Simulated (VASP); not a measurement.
# PbSe (rock salt type) (Fm-3m) in VASP: further runs, part 2 of 2

VASP 6.6.1. The steps go on from the part before.

### Step 4. Single point, HSE06

This run uses another cell than the first one, of 29.94 Å³/atom.

The input, POSCAR:

```
PbSe
1.0
    0.0000000000      3.1050000000      3.1050000000
    3.1050000000      0.0000000000      3.1050000000
    3.1050000000      3.1050000000      0.0000000000
Pb Se
1 1
Direct
    0.0000000000      0.0000000000      0.0000000000
    0.5000000000      0.5000000000      0.5000000000
```

The input, INCAR.step1:

```
ALGO = Normal
EDIFF = 1E-5
ENCUT = 520
GGA = PE
ISIF = 2
ISMEAR = -1
LASPH = T
LCHARG = F
LREAL = F
LWAVE = T
NBANDS = 17
NELM = 60
PREC = Accurate
SIGMA = 0.02
```

The input, INCAR.step2:

```
ALGO = Normal
EDIFF = 1E-7
ENCUT = 520
GGA = PE
HFSCREEN = 0.2079
ISIF = 2
ISMEAR = -1
ISTART = 1
LASPH = T
LCHARG = F
LHFCALC = T
LREAL = F
LWAVE = F
NBANDS = 17
NELM = 60
PREC = Accurate
PRECFOCK = Normal
SIGMA = 0.02
```

The input, KPOINTS:

```
k-points
0
Gamma
  6 6 6
```

Potentials or basis: VASP PAW PBE potentials, release 64 (Pb_d, Se).

Run with:

```sh
cat potpaw_PBE.64/Pb_d/POTCAR potpaw_PBE.64/Se/POTCAR > POTCAR
cp INCAR.step1 INCAR
mpirun -np 1 vasp_std > vasp.out
cp INCAR.step2 INCAR
mpirun -np 1 vasp_std > vasp.out
```

OUTCAR:

```text
EDIFF = 1E-7
   ENCUT = 520
   GGA = PE
   HFSCREEN = 0.2079
   ISIF = 2
   ISMEAR = -1
   ISTART = 1
   LASPH = T
   LHFCALC = T
   LREAL = F
   NELM = 60
   PREC = Accurate
   PRECFOCK = Normal

 ion  position               nearest neighbor table
   1  0.000  0.000  0.000-   2 3.10   2 3.10   2 3.10   2 3.10   2 3.10   2 3.10
   2  0.500  0.500  0.500-   1 3.10   1 3.10   1 3.10   1 3.10   1 3.10   1 3.10

  LATTYP: Found a face centered cubic cell.
 ALAT       =     6.2100000000

  Lattice vectors:

 A1 = (   0.0000000000,   3.1050000000,   3.1050000000)
 A2 = (   3.1050000000,   0.0000000000,   3.1050000000)
 A3 = (   3.1050000000,   3.1050000000,   0.0000000000)

Analysis of symmetry for initial positions (statically):
=====================================================================
 Subroutine PRICEL returns:
 Original cell was already a primitive cell.

 Routine SETGRP: Setting up the symmetry group for a
 face centered cubic supercell.

 Subroutine GETGRP returns: Found 48 space group operations
 (whereof 48 operations were pure point group operations)
 out of a pool of 48 trial point group operations.

The static configuration has the point symmetry O_h .

Analysis of symmetry for dynamics (positions and initial velocities):
=====================================================================
 Subroutine PRICEL returns:
 Original cell was already a primitive cell.

 Routine SETGRP: Setting up the symmetry group for a
 face centered cubic supercell.

 Subroutine GETGRP returns: Found 48 space group operations
 (whereof 48 operations were pure point group operations)
 out of a pool of 48 trial point group operations.

The dynamic configuration has the point symmetry O_h .

 Subroutine INISYM returns: Found 48 space group operations
 (whereof 48 operations are pure point group operations),
 and found     1 'primitive' translations

----------------------------------------------------------------------------------------

                                     Primitive cell

  volume of cell :      59.8708

  direct lattice vectors                    reciprocal lattice vectors
     0.000000000  3.105000000  3.105000000    -0.161030596  0.161030596  0.161030596
     3.105000000  0.000000000  3.105000000     0.161030596 -0.161030596  0.161030596
     3.105000000  3.105000000  0.000000000     0.161030596  0.161030596 -0.161030596

  length of vectors
     4.391133111  4.391133111  4.391133111     0.278913174  0.278913174  0.278913174

  position of ions in fractional coordinates (direct lattice)
     0.000000000  0.000000000  0.000000000
     0.500000000  0.500000000  0.500000000

  ion indices of the primitive-cell ions
   primitive index   ion index
                 1           1
                 2           2

----------------------------------------------------------------------------------------

 KPOINTS: k-points

Automatic generation of k-mesh.
 Grid dimensions read from file:
 generate k-points for:    6    6    6

 Generating k-lattice:

  Cartesian coordinates                     Fractional coordinates (reciprocal lattice)
    -0.026838433  0.026838433  0.026838433     0.166666667  0.000000000  0.000000000
     0.026838433 -0.026838433  0.026838433     0.000000000  0.166666667  0.000000000
     0.026838433  0.026838433 -0.026838433     0.000000000  0.000000000  0.166666667

  Length of vectors
     0.046485529  0.046485529  0.046485529

  Shift w.r.t. Gamma in fractional coordinates (k-lattice)
     0.000000000  0.000000000  0.000000000

 Subroutine IBZKPT returns following result:
 ===========================================

 Found     16 irreducible k-points:

 Following reciprocal coordinates:
            Coordinates               Weight
  0.000000  0.000000  0.000000      1.000000
  0.166667  0.000000  0.000000      8.000000
  0.333333  0.000000  0.000000      8.000000
  0.500000  0.000000  0.000000      4.000000
  0.166667  0.166667  0.000000      6.000000
  0.333333  0.166667  0.000000     24.000000
[... 8 lines left out ...]
 -0.333333  0.333333  0.166667     24.000000
 -0.333333  0.500000  0.166667     12.000000
   k-points           NKPTS =     16   k-points in BZ     NKDIM =    216   number of bands    NBANDS=     17
   number of dos      NEDOS =    301   number of ions     NIONS =      2
   total plane-waves  NPLWV =  46656
   dimension x,y,z NGX =    36 NGY =   36 NGZ =   36
   dimension x,y,z NGXF=    72 NGYF=   72 NGZF=   72
   ions per type =               1   1
   NGX,Y,Z   is equivalent  to a cutoff of  13.63, 13.63, 13.63 a.u.
   NGXF,Y,Z  is equivalent  to a cutoff of  27.26, 27.26, 27.26 a.u.
 SYSTEM =  unknown system
   PREC   = accura    normal or accurate (medium, high low for compatibility)
   ISTART =      1    job   : 0-new  1-cont  2-samecut
   ICHARG =      0    charge: 1-file 2-atom 10-const
   ISPIN  =      1    spin polarized calculation?
   LNONCOLLINEAR =      F non collinear calculations
   LSORBIT =      F    spin-orbit coupling
   LASPH  =      T    aspherical Exc in radial PAW
   ENCUT  =  520.0 eV  38.22 Ry    6.18 a.u.   8.16  8.16  8.16*2*pi/ulx,y,z
   NELM   =     60;   NELMIN=  2; NELMDL=  0     # of ELM steps
   EDIFF  = 0.1E-06   stopping-criterion for ELM
   LREAL  =      F    real-space projection
   EDIFFG = 0.1E-05   stopping-criterion for IOM
   NSW    =      0    number of steps for IOM
   IBRION =     -1    ionic relax: 0-MD 1-quasi-New 2-CG
   NFREE  =      0    steps in history (QN), initial steepest desc. (CG)
   ISIF   =      2    stress and relaxation
   ISYM   =      3    0-nonsym 1-usesym 2-fastsym
   POTIM  = 0.5000    time-step for ionic-motion
   TEBEG  =    0.0;   TEEND  =   0.0 temperature during run
   PSTRESS=    0.0 pullay stress
   NELECT =      20.0000    total number of electrons
   NUPDOWN=      -1.0000    fix difference up-down
   EMIN   =  10.00;   EMAX   =-10.00  energy-range for DOS
   EFERMI =   0.00;   METHOD = LEGACY
   ISMEAR =    -1;   SIGMA  =   0.02  broadening in eV -4-tet -1-fermi 0-gaus
   EFERMI_NEDOS =   21; number of points for ismear=-14 and -15
   IALGO  =     38    algorithm
   IMIX   =      1    mixing-type and parameters
     AMIX     =   0.40;   BMIX     =  1.00
     AMIX_MAG =   1.60;   BMIX_MAG =  1.00
  volume/ion in A,a.u.               =      29.94       202.01
  Fermi-wavevector in a.u.,A,eV,Ry     =   1.135917  2.146572 17.555695  1.290307
  Thomas-Fermi vector in A             =   2.272622
   LORBIT       =      0    0 simple, 1 ext, 2 COOP (PROOUT), +10 PAW based schemes
   GGA     = PE    functional components
   LHFCALC =     T    Hartree Fock is set to
   PRECFOCK=normal    Normal, Fast or Accurate (Low or Medium for compatibility)
   ENCUT4O =  -1.0   cutoff for four orbital integrals eV
   NKREDX  =     1    reduce k-point grid by
   NKREDY  =     1    reduce k-point grid by
   NKREDZ  =     1    reduce k-point grid by
   AEXX    =    0.2500 exact exchange contribution
   HFSCREEN=    0.2079 screening length (either q_TF or 0.3 A-1)
   HFSCREENC=   0.2079 screening length for correlation (either q_TF or 0.3 A-1)
   ENCUTFOCK=  -1.0 apply spherical cutoff to Coloumb kernel
   IVDW    =     0    specifies the selected vdW correction
   LEPSILON=     F    determine dielectric tensor
   LRPA    =     F    only Hartree local field effects (RPA)
 non-spin polarized calculation
  energy-cutoff  :      520.00
  volume of cell :       59.87
 maximum number of plane-waves:      1639
 NGX is ok and might be reduce to    36
  NGX = 28; NGY = 28; NGZ = 28

 number of electron      20.0000002 magnetization

 Free energy of the ion-electron system (eV)
  ---------------------------------------------------
  ext. energy  EPLUGINS =         0.00000000
  ---------------------------------------------------
  free energy    TOTEN  =        -9.73487176 eV

  energy without entropy =       -9.73487176  energy(sigma->0) =       -9.73487176

 E-fermi :   4.6752     XC(G=0):  -7.7738

 val. band max:        4.2158677792   @ k =   0.5000   0.0000   0.0000
 cond. band min:       5.0750116308   @ k =   0.5000   0.0000   0.0000
 fundamental gap:      0.8591438517
 Fermi energy:         4.6751941627

 k-point     1 :       0.0000    0.0000    0.0000
  band No.  band energies     occupation
      1     -14.3119      2.00000
      2     -14.3119      2.00000
      3     -14.3089      2.00000
      4     -14.3089      2.00000
      5     -14.3089      2.00000
      6     -10.3959      2.00000
[... 297 lines left out ...]
      4     -14.2853      2.00000
      5     -14.2717      2.00000
      6      -8.9519      2.00000
[... 9 lines left out ...]
     16      16.6770      0.00000
     17      17.8482      0.00000

------------------------ aborting loop because EDIFF is reached ----------------------------------------

  FORCE on cell =-STRESS in cart. coord.  units (eV):
  Direction    XX          YY          ZZ          XY          YZ          ZX
  --------------------------------------------------------------------------------------
  -------------------------------------------------------------------------------------
  Total       -0.3833471     -0.3833471     -0.3833471      0.0000000      0.0000000     -0.0000000
  in kB      -10.2585970    -10.2585970    -10.2585970      0.0000000      0.0000000     -0.0000000
  external PRESSURE =     -10.2585970 kB  Pullay stress =       0.0000000 kB

 VOLUME and BASIS-vectors are now :
 -----------------------------------------------------------------------------
  energy-cutoff  :      520.00
  volume of cell :       59.87
      direct lattice vectors                 reciprocal lattice vectors
     0.000000000  3.105000000  3.105000000    -0.161030596  0.161030596  0.161030596
     3.105000000  0.000000000  3.105000000     0.161030596 -0.161030596  0.161030596
     3.105000000  3.105000000  0.000000000     0.161030596  0.161030596 -0.161030596

 POSITION                                       TOTAL-FORCE (eV/Angst)
 -----------------------------------------------------------------------------------
      0.00000      0.00000      0.00000         0.000000     -0.000000      0.000000
      3.10500      3.10500      3.10500        -0.000000      0.000000     -0.000000
 -----------------------------------------------------------------------------------
    total drift:                                0.000005      0.000003      0.000009

  FREE ENERGIE OF THE ION-ELECTRON SYSTEM (eV)
  ---------------------------------------------------
  free  energy   TOTEN  =        -9.7348717576 eV

  energy  without entropy=       -9.7348717576  energy(sigma->0) =       -9.73487176
```

OUTCAR.step1:

```text
EDIFF = 1E-5
   ENCUT = 520
   GGA = PE
   ISIF = 2
   ISMEAR = -1
[... 530 lines left out ...]
 -----------------------------------------------------------------------------------
      0.00000      0.00000      0.00000        -0.000000     -0.000000      0.000000
      3.10500      3.10500      3.10500         0.000000      0.000000     -0.000000
 -----------------------------------------------------------------------------------
    total drift:                               -0.000000      0.000000      0.000000

  FREE ENERGIE OF THE ION-ELECTRON SYSTEM (eV)
  ---------------------------------------------------
  free  energy   TOTEN  =        -8.2009591745 eV

  energy  without entropy=       -8.2009587857  energy(sigma->0) =       -8.20095898
```

OSZICAR.step1:

```text
N       E                     dE             d eps       ncg     rms          rms(c)
DAV:   1     0.155798800514E+03    0.15580E+03   -0.95553E+03   544   0.120E+03
DAV:   2     0.351225567504E+01   -0.15229E+03   -0.14656E+03   564   0.303E+02
DAV:   3    -0.822286303217E+01   -0.11735E+02   -0.11664E+02   706   0.919E+01
DAV:   4    -0.850820767697E+01   -0.28534E+00   -0.28517E+00   655   0.157E+01
DAV:   5    -0.851834040305E+01   -0.10133E-01   -0.10132E-01   788   0.298E+00    0.271E+00
DAV:   6    -0.820168884777E+01    0.31665E+00   -0.81113E-01   790   0.585E+00    0.147E+00
DAV:   7    -0.819778998091E+01    0.38989E-02   -0.12611E-01   669   0.166E+00    0.847E-01
DAV:   8    -0.820149189349E+01   -0.37019E-02   -0.14995E-02   628   0.128E+00    0.201E-01
DAV:   9    -0.820085462610E+01    0.63727E-03   -0.31368E-03   795   0.510E-01    0.603E-02
DAV:  10    -0.820095183462E+01   -0.97209E-04   -0.24654E-04   597   0.925E-02    0.212E-02
DAV:  11    -0.820095917452E+01   -0.73399E-05   -0.49989E-05   701   0.714E-02
   1 F= -.82009592E+01 E0= -.82009590E+01  d E =-.388784E-06
```

Wall time 1.8 h (1 thread of Oxide Virtual Turin-like, shared host); peak memory 0.31 GiB.

Results:

```yaml
Free_energy: -9.7349 eV
Pressure: -1.0 GPa
Band_gap_on_the_k_mesh: 0.86 eV
```

Levels at points of the mesh, in eV from the valence-band top:
| k point | band 7 | band 8 | band 9 | band 10 | band 11 | band 12 | band 13 | band 14 |
| --- | --- | --- | --- | --- | --- | --- | --- | --- |
| (0.00, 0.00, 0.00) | -6.69 | -1.95 | -1.95 | -1.95 | 5.42 | 5.42 | 5.42 | 7.29 |
| (0.50, 0.00, 0.00) | -9.31 | -1.56 | -1.56 | 0.00 | 0.86 | 2.30 | 2.30 | 9.31 |
| (0.50, 0.50, 0.00) | -7.79 | -5.17 | -3.35 | -3.35 | 4.39 | 6.33 | 6.33 | 6.77 |

Caveat: the PAW data sets were made with another functional, which shifts forces and pressure a little; spin-orbit coupling is left out, which moves the levels of the heavy elements. A k mesh can miss the band edges.
